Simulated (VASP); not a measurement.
Set up this calculation in VASP 6.6.1, as the native input.

```
Task                   : single point
Functional             : PBE
Potentials or basis    : VASP PAW PBE potentials, release 64 (Sc_sv, Ga_d, N)
Cutoff                 : 600 eV
k mesh                 : 3 × 3 × 2
Occupations            : gaussian, width 0.15 eV
Spin                   : no spin polarisation
Dipole correction      : no
Further INCAR settings : ALGO = Normal; EDIFF = 1e-06; NBANDS = 34
```

The structure of Sc2GaN3 lies in POSCAR:

```
Sc2GaN3
1.0
    3.7229969459      0.0000000000      0.0000000000
    0.0000000000      3.7229969459      0.0000000000
    0.0000000000      0.0000000000      5.5883762231
Sc Ga N
2 1 3
Direct
    0.0000000000      0.0000000000      0.7822241551
    0.5000000000      0.5000000000      0.2893018983
    0.0000000000      0.0000000000      0.2642407911
    0.5000000000      0.5000000000      0.6536725197
    0.5000000000      0.0000000000      0.0916094529
    0.0000000000      0.5000000000      0.0916094529
```

The cell was built from a structure type or drawn by symmetry, and may not be a known phase.

These files were run (other wordings do the same):

INCAR

```
SYSTEM = Sc2GaN3
PREC     = Accurate       ! precision mode
ENCUT    = 600            ! plane-wave cutoff, eV
EDIFF    = 1E-6           ! SCF threshold, eV
ISMEAR   = 0              ! smearing method
SIGMA    = 0.15           ! smearing width, eV
LREAL    = .FALSE.        ! projectors in reciprocal space
LASPH    = .TRUE.         ! aspherical terms in the spheres
NELM     = 120            ! most SCF steps
ALGO     = Normal         ! electronic algorithm
ISIF     = 2              ! what is computed and relaxed
LWAVE    = .FALSE.        ! write WAVECAR
LCHARG   = .FALSE.        ! write CHGCAR
GGA      = PE             ! functional
NBANDS   = 34             ! bands
GGA_COMPAT= .FALSE.
```

KPOINTS

```
Automatic mesh
0
G
  3 3 2
  0 0 0
```

Potentials or basis: VASP PAW PBE potentials, release 64 (Sc_sv, Ga_d, N).

Command:

```console
$ cat potpaw_PBE.64/Sc_sv/POTCAR potpaw_PBE.64/Ga_d/POTCAR potpaw_PBE.64/N/POTCAR > POTCAR
$ mpirun -np 1 vasp_std > vasp.out
```

It gave:

```json
{
  "Pressure": "0.4 GPa",
  "Largest force": "0.053 eV/Å",
  "Band gap on the k mesh": "zero (bands 25 and 26 overlap by 0.50 eV)"
}
```

Caveat: the k points lie up to 0.56 Å⁻¹ apart, too coarse for converged energies and pressures of a metal.

Run time: 15 s on 1 thread of Intel(R) Xeon(R) 6975P-C (Granite Rapids) (shared host), peak memory 0.19 GiB.
